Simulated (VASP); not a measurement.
# MoOs (P-6m2) in VASP: a series of runs

The runs below take MoOs through single point, with LDA.

All numbers are computed with VASP 6.6.1; they aren't measurements. Logs are shortened: lines on timing, memory, paths and dates and some standing lists are left out, and cuts for length are marked.

### 1 The cell of the first run

Symmetry: P-6m2, No. 187, hexagonal system. The conventional cell has a = 2.618 Å, b = 2.618 Å, c = 5.090 Å, α = 90.00°, β = 90.00°, γ = 120.00°. Within 3.5 Å of Mo (site symmetry -6m2) lie 6 Mo at 2.62 Å and 6 Os at 2.96 Å. Os (site symmetry -6m2) has 6 Os at 2.62 Å and 6 Mo at 2.96 Å within 3.5 Å.

### 2 Single point, LDA

INCAR

```
SYSTEM = MoOs
ALGO = Normal
EDIFF = 1E-7
ENCUT = 520
GGA = CA
ISIF = 2
ISMEAR = 0
LASPH = .TRUE.
LCHARG = .TRUE.
LELF = .TRUE.
LREAL = .FALSE.
LVHAR = .TRUE.
LWAVE = .FALSE.
NBANDS = 18
NELM = 100
PREC = Accurate
SIGMA = 0.15
```

KPOINTS

```
k-points
0
G
  21 21 12
  0 0 0
```

POSCAR

```
MoOs
1.0
    2.6177323236      0.0000000000      0.0000000000
   -1.3088661618      2.2670226925      0.0000000000
    0.0000000000      0.0000000000      5.0895613670
Mo Os
1 1
Direct
    0.6666666667      0.3333333333      0.5000000000
    0.3333333333      0.6666666667      0.0000000000
```

Potentials or basis: VASP PAW LDA potentials, release 64 (Mo_sv, Os).

Launch:

```bash
> cat potpaw_LDA.64/Mo_sv/POTCAR potpaw_LDA.64/Os/POTCAR > POTCAR
> mpirun -np 1 vasp_std > vasp.out
```

OUTCAR:

```text
SYSTEM = MoOs
   EDIFF = 1E-7
   ENCUT = 520
   GGA = CA
   ISIF = 2
   ISMEAR = 0
   LASPH = .TRUE.
   LREAL = .FALSE.
   NELM = 100
   PREC = Accurate

 ion  position               nearest neighbor table
   1  0.667  0.333  0.500-   2 2.96   2 2.96   2 2.96   2 2.96   2 2.96   2 2.96
   2  0.333  0.667  0.000-   1 2.96   1 2.96   1 2.96   1 2.96   1 2.96   1 2.96

  LATTYP: Found a hexagonal cell.
 ALAT       =     2.6177323236
 C/A-ratio  =     1.9442634837

  Lattice vectors:

 A1 = (   2.6177323236,   0.0000000000,   0.0000000000)
 A2 = (  -1.3088661618,   2.2670226925,   0.0000000000)
 A3 = (   0.0000000000,   0.0000000000,   5.0895613670)

Analysis of symmetry for initial positions (statically):
=====================================================================
 Subroutine PRICEL returns:
 Original cell was already a primitive cell.

 Routine SETGRP: Setting up the symmetry group for a
 hexagonal supercell.

 Subroutine GETGRP returns: Found 12 space group operations
 (whereof 12 operations were pure point group operations)
 out of a pool of 24 trial point group operations.

The static configuration has the point symmetry D_3h.

Analysis of symmetry for dynamics (positions and initial velocities):
=====================================================================
 Subroutine PRICEL returns:
 Original cell was already a primitive cell.

 Routine SETGRP: Setting up the symmetry group for a
 hexagonal supercell.

 Subroutine GETGRP returns: Found 12 space group operations
 (whereof 12 operations were pure point group operations)
 out of a pool of 24 trial point group operations.

The dynamic configuration has the point symmetry D_3h.

 Subroutine INISYM returns: Found 12 space group operations
 (whereof 12 operations are pure point group operations),
 and found     1 'primitive' translations

----------------------------------------------------------------------------------------

                                     Primitive cell

  volume of cell :      30.2038

  direct lattice vectors                    reciprocal lattice vectors
     2.617732324  0.000000000  0.000000000     0.382010029  0.220553593  0.000000000
    -1.308866162  2.267022692  0.000000000     0.000000000  0.441107186  0.000000000
     0.000000000  0.000000000  5.089561367     0.000000000  0.000000000  0.196480586

  length of vectors
     2.617732324  2.617732324  5.089561367     0.441107186  0.441107186  0.196480586

  position of ions in fractional coordinates (direct lattice)
     0.666666667  0.333333333  0.500000000
[... 73 lines left out ...]
   LNONCOLLINEAR =      F non collinear calculations
   LSORBIT =      F    spin-orbit coupling
   LASPH  =      T    aspherical Exc in radial PAW
   ENCUT  =  520.0 eV  38.22 Ry    6.18 a.u.   4.87  4.87  9.46*2*pi/ulx,y,z
   NELM   =    100;   NELMIN=  2; NELMDL= -5     # of ELM steps
   EDIFF  = 0.1E-06   stopping-criterion for ELM
   LREAL  =      F    real-space projection
   EDIFFG = 0.1E-05   stopping-criterion for IOM
   NSW    =      0    number of steps for IOM
   IBRION =     -1    ionic relax: 0-MD 1-quasi-New 2-CG
   NFREE  =      0    steps in history (QN), initial steepest desc. (CG)
   ISIF   =      2    stress and relaxation
   ISYM   =      2    0-nonsym 1-usesym 2-fastsym
   POTIM  = 0.5000    time-step for ionic-motion
   TEBEG  =    0.0;   TEEND  =   0.0 temperature during run
   PSTRESS=    0.0 pullay stress
   NELECT =      22.0000    total number of electrons
   NUPDOWN=      -1.0000    fix difference up-down
   EMIN   =  10.00;   EMAX   =-10.00  energy-range for DOS
   EFERMI =   0.00;   METHOD = LEGACY
   ISMEAR =     0;   SIGMA  =   0.15  broadening in eV -4-tet -1-fermi 0-gaus
   EFERMI_NEDOS =   21; number of points for ismear=-14 and -15
   IALGO  =     38    algorithm
   IMIX   =      4    mixing-type and parameters
     AMIX     =   0.40;   BMIX     =  1.00
     AMIX_MAG =   1.60;   BMIX_MAG =  1.00
  volume/ion in A,a.u.               =      15.10       101.91
  Fermi-wavevector in a.u.,A,eV,Ry     =   1.472975  2.783518 29.519935  2.169654
  Thomas-Fermi vector in A             =   2.587924
   LORBIT       =      0    0 simple, 1 ext, 2 COOP (PROOUT), +10 PAW based schemes
   GGA     = CA    functional components
   LHFCALC =     F    Hartree Fock is set to
   AEXX    =    0.0000 exact exchange contribution
   IVDW    =     0    specifies the selected vdW correction
   LEPSILON=     F    determine dielectric tensor
   LRPA    =     F    only Hartree local field effects (RPA)
 non-spin polarized calculation
 Gauss-broadening in eV      SIGMA  =   0.15
  energy-cutoff  :      520.00
  volume of cell :       30.20
 maximum number of plane-waves:       831
 NGX is ok and might be reduce to    20

 number of electron      21.9999999 magnetization

 Free energy of the ion-electron system (eV)
  ---------------------------------------------------
  ext. energy  EPLUGINS =         0.00000000
  ---------------------------------------------------
  free energy    TOTEN  =       -23.78646678 eV

  energy without entropy =      -23.76132777  energy(sigma->0) =      -23.77389728

 E-fermi :  10.5086     XC(G=0): -13.7296

 val. band max:       10.5025061105   @ k =   0.1905   0.1429   0.2500
 cond. band min:      10.5098348671   @ k =   0.1905   0.0952   0.0000
 fundamental gap:      0.0073287566
 Fermi energy:        10.5086450179

 k-point     1 :       0.0000    0.0000    0.0000
  band No.  band energies     occupation
      1     -50.2500      2.00000
      2     -24.5780      2.00000
      3     -23.3760      2.00000
      4     -23.3760      2.00000
      5       1.3437      2.00000
      6       4.4930      2.00000
[... 481 lines left out ...]
      5       3.7717      2.00000
      6       6.0433      2.00000
[... 10 lines left out ...]
     17      17.6614      0.00000
     18      26.1318      0.00000

 [... further k-points ...]
[... 5 lines left out ...]
  --------------------------------------------------------------------------------------
  -------------------------------------------------------------------------------------
  Total        3.1666405      3.1666405     -8.8432697      0.0000000      0.0000000      0.0000000
  in kB      167.9762543    167.9762543   -469.0962841      0.0000000      0.0000000      0.0000000
  external PRESSURE =     -44.3812585 kB  Pullay stress =       0.0000000 kB

 VOLUME and BASIS-vectors are now :
 -----------------------------------------------------------------------------
  energy-cutoff  :      520.00
  volume of cell :       30.20
      direct lattice vectors                 reciprocal lattice vectors
     2.617732324  0.000000000  0.000000000     0.382010029  0.220553593  0.000000000
    -1.308866162  2.267022692  0.000000000     0.000000000  0.441107186  0.000000000
     0.000000000  0.000000000  5.089561367     0.000000000  0.000000000  0.196480586

 POSITION                                       TOTAL-FORCE (eV/Angst)
 -----------------------------------------------------------------------------------
      1.30887      0.75567      2.54478         0.000000     -0.000000      0.000000
     -0.00000      1.51135      0.00000        -0.000000      0.000000      0.000000
 -----------------------------------------------------------------------------------
    total drift:                               -0.000000      0.000000      0.000000

  FREE ENERGIE OF THE ION-ELECTRON SYSTEM (eV)
  ---------------------------------------------------
  free  energy   TOTEN  =       -23.7864667770 eV

  energy  without entropy=      -23.7613277731  energy(sigma->0) =      -23.77389728
```

OSZICAR:

```text
N       E                     dE             d eps       ncg     rms          rms(c)
DAV:   1     0.192577812056E+03    0.19258E+03   -0.12934E+04 12096   0.124E+03
DAV:   2    -0.202664298549E+02   -0.21284E+03   -0.20721E+03 12814   0.398E+02
DAV:   3    -0.253724535614E+02   -0.51060E+01   -0.50083E+01 13938   0.619E+01
DAV:   4    -0.254082562784E+02   -0.35803E-01   -0.35741E-01 13308   0.540E+00
DAV:   5    -0.254084925687E+02   -0.23629E-03   -0.23628E-03 13360   0.453E-01    0.268E+01
DAV:   6    -0.248492341290E+02    0.55926E+00   -0.11528E+01 17180   0.169E+01    0.116E+01
DAV:   7    -0.250901370492E+02   -0.24090E+00   -0.23607E+01 14952   0.206E+01    0.106E+01
DAV:   8    -0.237914461437E+02    0.12987E+01   -0.74292E+00 15550   0.120E+01    0.153E+00
DAV:   9    -0.237900343186E+02    0.14118E-02   -0.10684E-01 12864   0.215E+00    0.124E+00
DAV:  10    -0.237872208556E+02    0.28135E-02   -0.50607E-03 13170   0.539E-01    0.210E-01
DAV:  11    -0.237864755896E+02    0.74527E-03   -0.33433E-03 13302   0.297E-01    0.838E-02
DAV:  12    -0.237864671903E+02    0.83994E-05   -0.71464E-05 13062   0.691E-02    0.483E-02
DAV:  13    -0.237864673366E+02   -0.14629E-06   -0.17430E-06 13434   0.107E-02    0.248E-02
DAV:  14    -0.237864668148E+02    0.52174E-06   -0.12557E-06 13540   0.751E-03    0.590E-03
DAV:  15    -0.237864667770E+02    0.37845E-07   -0.11095E-07  6844   0.257E-03
   1 F= -.23786467E+02 E0= -.23773897E+02  d E =-.251390E-01
```

It took 77 s on 1 thread of AMD EPYC 9R45 (Zen 5), shared host; peak memory 0.25 GiB.

Results:

- Free energy: -23.7865 eV
- Pressure: -4.4 GPa
- Band gap on the k mesh: zero (band 11 reaches 12.31 eV, above the bottom of band 12 at 9.65 eV)

Levels at points of the mesh, in eV from the Fermi level:
```csv
k point,band 8,band 9,band 10,band 11,band 12,band 13,band 14,band 15
"(0.00, 0.00, 0.00)",-2.32,-2.32,-0.85,-0.67,-0.67,0.89,0.89,3.10
"(0.00, 0.00, 0.50)",-3.09,-2.36,-2.36,-0.86,-0.86,1.38,1.38,2.91
```

Caveat: spin-orbit coupling is left out, which moves the levels of the heavy elements.

### 3 Single point, LDA

This run uses another cell than the first one, of the same volume but with other edges.

INCAR

```
  PREC = Accurate
  ENCUT = 520
  EDIFF = 1E-6
  ISMEAR = 0
  SIGMA = 0.15
  LREAL = False
  LASPH = True
  NELM = 100
  ALGO = Normal
  ISIF = 2
  LWAVE = False
  LCHARG = True
  GGA = CA
  LELF = True
  LVHAR = True
  NBANDS = 18
```

KPOINTS

```
regular mesh
0
Gamma
  21 21 12
```

POSCAR

```
MoOs
1.0
    2.7368808112      0.0000000000      0.0000000000
   -1.3684404056      2.3702083096      0.0000000000
    0.0000000000      0.0000000000      4.6560652429
Mo Os
1 1
Direct
    0.6666666667      0.3333333333      0.5000000000
    0.3333333333      0.6666666667      0.0000000000
```

Potentials or basis: VASP PAW LDA potentials, release 64 (Mo_sv, Os).

Launch:

```bash
> cat potpaw_LDA.64/Mo_sv/POTCAR potpaw_LDA.64/Os/POTCAR > POTCAR
> mpirun -np 1 vasp_std > vasp.out
```

Run time: 72 s. Hardware: 1 thread of AMD EPYC 9R45 (Zen 5), shared host; peak memory 0.26 GiB.

It converged, with:

| Item | Value |
| --- | --- |
| Free energy | -24.5227 eV |
| Pressure | -15.0 GPa |
| Band gap on the k mesh | zero (band 11 reaches 12.09 eV, above the bottom of band 12 at 9.22 eV) |

Stress tensor (GPa, compression positive):
```
 -7.93   0.00   0.00
  0.00  -7.93   0.00
  0.00   0.00 -29.05
```

Levels at points of the mesh, in eV from the Fermi level:
```
           k point  band 8  band 9  band 10  band 11  band 12  band 13  band 14  band 15
(0.00, 0.00, 0.00)   -2.03   -2.03    -0.37    -0.37     0.20     0.20     0.59     3.06
(0.00, 0.00, 0.50)   -2.17   -2.17    -2.02    -1.02    -1.02     1.57     1.57     2.74
```

Caveat: spin-orbit coupling is left out, which moves the levels of the heavy elements.

### 4 Single point, LDA

This run uses another cell than the first one, of the same volume but with other edges.

INCAR

```
SYSTEM = MoOs
PREC = Accurate
ENCUT = 520
EDIFF = 1E-6
ISMEAR = 0
SIGMA = 0.15
LREAL = .False.
LASPH = .True.
NELM = 100
ALGO = Normal
ISIF = 2
LWAVE = .False.
LCHARG = .False.
NBANDS = 18
```

KPOINTS

```
regular mesh
0
Gamma
  21 21 12
  0 0 0
```

POSCAR

```
MoOs
1.0
    2.6947682551      0.0000000000      0.0000000000
   -1.3473841276      2.3337377662      0.0000000000
    0.0000000000      0.0000000000      4.8027278892
Mo Os
1 1
Direct
    0.6666666667      0.3333333333      0.5000000000
    0.3333333333      0.6666666667      0.0000000000
```

Launch:

```bash
> cat potpaw_LDA.64/Mo_sv/POTCAR potpaw_LDA.64/Os/POTCAR > POTCAR
> mpirun -np 1 vasp_std > vasp.out
```

Wall time 75 s (1 thread of AMD EPYC 9R45 (Zen 5), shared host); peak memory 0.25 GiB.

Results (log left out):

| Property | Result |
| --- | --- |
| Free energy | -24.3479 eV |
| Pressure | -12.8 GPa |
| Band gap on the k mesh | zero (band 11 reaches 12.17 eV, above the bottom of band 12 at 9.41 eV) |

Stress tensor (GPa, compression positive):
```
 -0.03   0.00   0.00
  0.00  -0.03   0.00
  0.00   0.00 -38.38
```

Levels at points of the mesh, in eV from the Fermi level:
```tsv
k point	band 9	band 10	band 11	band 12	band 13	band 14
(0.00, 0.00, 0.00)	-2.10	-0.45	-0.45	0.07	0.48	0.48
(0.00, 0.00, 0.50)	-2.19	-2.19	-0.90	-0.90	1.48	1.48
```

Caveat: spin-orbit coupling is left out, which moves the levels of the heavy elements.

### 5 Single point, LDA

This run uses another cell than the first one, of the same volume but with other edges.

INCAR

```
PREC = Accurate ; ENCUT = 520
EDIFF = 1E-6 ; ISMEAR = 0
SIGMA = 0.15 ; LREAL = False
LASPH = True ; NELM = 100
ALGO = Normal ; ISIF = 2
LWAVE = False ; LCHARG = True
LELF = True ; LVHAR = True
NBANDS = 18
```

KPOINTS

```
Automatic mesh
0
Gamma
  21 21 12
```

POSCAR

```
MoOs
1.0
    2.9965554740      0.0000000000      0.0000000000
   -1.4982777370      2.5950931644      0.0000000000
    0.0000000000      0.0000000000      3.8840622568
Mo Os
1 1
Direct
    0.6666666667      0.3333333333      0.5000000000
    0.3333333333      0.6666666667      0.0000000000
```

Potentials or basis: VASP PAW LDA potentials, release 64 (Mo_sv, Os).

Launch:

```bash
> cat potpaw_LDA.64/Mo_sv/POTCAR potpaw_LDA.64/Os/POTCAR > POTCAR
> mpirun -np 1 vasp_std > vasp.out
```

OUTCAR:

```text
PREC = Accurate
   ENCUT = 520
   EDIFF = 1E-6
   ISMEAR = 0
   LREAL = False
   LASPH = True
   NELM = 100
   ISIF = 2

 ion  position               nearest neighbor table
   1  0.667  0.333  0.500-   2 2.60   2 2.60   2 2.60   2 2.60   2 2.60   2 2.60
   2  0.333  0.667  0.000-   1 2.60   1 2.60   1 2.60   1 2.60   1 2.60   1 2.60

  LATTYP: Found a hexagonal cell.
 ALAT       =     2.9965554740
 C/A-ratio  =     1.2961756558

  Lattice vectors:

 A1 = (   2.9965554740,   0.0000000000,   0.0000000000)
 A2 = (  -1.4982777370,   2.5950931644,   0.0000000000)
 A3 = (   0.0000000000,   0.0000000000,   3.8840622568)

Analysis of symmetry for initial positions (statically):
=====================================================================
 Subroutine PRICEL returns:
 Original cell was already a primitive cell.

 Routine SETGRP: Setting up the symmetry group for a
 hexagonal supercell.

 Subroutine GETGRP returns: Found 12 space group operations
 (whereof 12 operations were pure point group operations)
[... 155 lines left out ...]
 number of electron      22.0000000 magnetization

 Free energy of the ion-electron system (eV)
  ---------------------------------------------------
  ext. energy  EPLUGINS =         0.00000000
  ---------------------------------------------------
  free energy    TOTEN  =       -23.85341454 eV

  energy without entropy =      -23.82389767  energy(sigma->0) =      -23.83865611

 E-fermi :  10.5768     XC(G=0): -13.7147

 val. band max:       10.5759088682   @ k =   0.1905   0.0952   0.0000
 cond. band min:      10.5792182897   @ k =   0.2381   0.0952   0.2500
 fundamental gap:      0.0033094215
 Fermi energy:        10.5767923324

 k-point     1 :       0.0000    0.0000    0.0000
  band No.  band energies     occupation
      1     -49.9742      2.00000
      2     -24.3040      2.00000
      3     -23.9584      2.00000
      4     -23.9584      2.00000
      5       1.7303      2.00000
      6       4.2982      2.00000
[... 481 lines left out ...]
      5       3.5706      2.00000
      6       5.1348      2.00000
[... 10 lines left out ...]
     17      22.3991      0.00000
     18      23.5852      0.00000

 [... further k-points ...]
[... 5 lines left out ...]
  --------------------------------------------------------------------------------------
  -------------------------------------------------------------------------------------
  Total       -3.0112866     -3.0112866      4.7250685      0.0000000      0.0000000      0.0000000
  in kB     -159.7354139   -159.7354139    250.6439535      0.0000000      0.0000000      0.0000000
  external PRESSURE =     -22.9422914 kB  Pullay stress =       0.0000000 kB

 VOLUME and BASIS-vectors are now :
 -----------------------------------------------------------------------------
  energy-cutoff  :      520.00
  volume of cell :       30.20
      direct lattice vectors                 reciprocal lattice vectors
     2.996555474  0.000000000  0.000000000     0.333716498  0.192671310  0.000000000
    -1.498277737  2.595093164  0.000000000     0.000000000  0.385342620  0.000000000
     0.000000000  0.000000000  3.884062257     0.000000000  0.000000000  0.257462402

 POSITION                                       TOTAL-FORCE (eV/Angst)
 -----------------------------------------------------------------------------------
      1.49828      0.86503      1.94203         0.000000     -0.000000      0.000000
     -0.00000      1.73006      0.00000        -0.000000      0.000000      0.000000
 -----------------------------------------------------------------------------------
    total drift:                               -0.000000      0.000000      0.000000

  FREE ENERGIE OF THE ION-ELECTRON SYSTEM (eV)
  ---------------------------------------------------
  free  energy   TOTEN  =       -23.8534145373 eV

  energy  without entropy=      -23.8238976728  energy(sigma->0) =      -23.83865611
```

OSZICAR:

```text
N       E                     dE             d eps       ncg     rms          rms(c)
DAV:   1     0.196974163993E+03    0.19697E+03   -0.12990E+04 12096   0.124E+03
DAV:   2    -0.195089312173E+02   -0.21648E+03   -0.21009E+03 12660   0.402E+02
DAV:   3    -0.250900215309E+02   -0.55811E+01   -0.54811E+01 13936   0.643E+01
DAV:   4    -0.251338466793E+02   -0.43825E-01   -0.43739E-01 13190   0.581E+00
DAV:   5    -0.251341061140E+02   -0.25943E-03   -0.25942E-03 13232   0.474E-01    0.262E+01
DAV:   6    -0.240886824677E+02    0.10454E+01   -0.17124E+00 13030   0.106E+01    0.985E+00
DAV:   7    -0.239663255186E+02    0.12236E+00   -0.12650E+00 13084   0.814E+00    0.436E+00
DAV:   8    -0.238608623107E+02    0.10546E+00   -0.39684E-01 15124   0.441E+00    0.131E+00
DAV:   9    -0.238537255760E+02    0.71367E-02   -0.20133E-02 12774   0.113E+00    0.346E-01
DAV:  10    -0.238534708012E+02    0.25477E-03   -0.39071E-04 15902   0.210E-01    0.197E-01
DAV:  11    -0.238534182857E+02    0.52516E-04   -0.14274E-04 13236   0.827E-02    0.486E-02
DAV:  12    -0.238534147676E+02    0.35181E-05   -0.12983E-05 13012   0.286E-02    0.151E-02
DAV:  13    -0.238534145373E+02    0.23028E-06   -0.63571E-07  6816   0.619E-03
   1 F= -.23853415E+02 E0= -.23838656E+02  d E =-.295169E-01
```

It took 82 s on 1 thread of AMD EPYC 9R45 (Zen 5), shared host; peak memory 0.26 GiB.

What came out:

| Item | Value |
| --- | --- |
| Free energy | -23.8534 eV |
| Pressure | -2.3 GPa |
| Band gap on the k mesh | zero (band 11 reaches 11.38 eV, above the bottom of band 12 at 9.63 eV) |

Caveat: spin-orbit coupling is left out, which moves the levels of the heavy elements.

### 6 The runs side by side

```tsv
cell	gap on the mesh (eV)	pressure (GPa)
a = 2.618, b = 2.618, c = 5.090 Å, angles 90.0, 90.0, 120.0°, 2 atoms	none	-4.4
a = 2.737, b = 2.737, c = 4.656 Å, angles 90.0, 90.0, 120.0°, 2 atoms	none	-15.0
a = 2.695, b = 2.695, c = 4.803 Å, angles 90.0, 90.0, 120.0°, 2 atoms	none	-12.8
a = 2.997, b = 2.997, c = 3.884 Å, angles 90.0, 90.0, 120.0°, 2 atoms	none	-2.3
```

Alike in all rows: task single point; level LDA; potentials or basis VASP PAW LDA potentials, release 64 (Mo_sv, Os); no spin polarisation; k mesh 21 × 21 × 12; cutoff (eV) 520; smearing gaussian 0.15 eV.

Caveats: spin-orbit coupling is left out, which moves the levels of the heavy elements.

Total energies depend on the potentials used, so only differences within one code and one set of settings carry meaning.
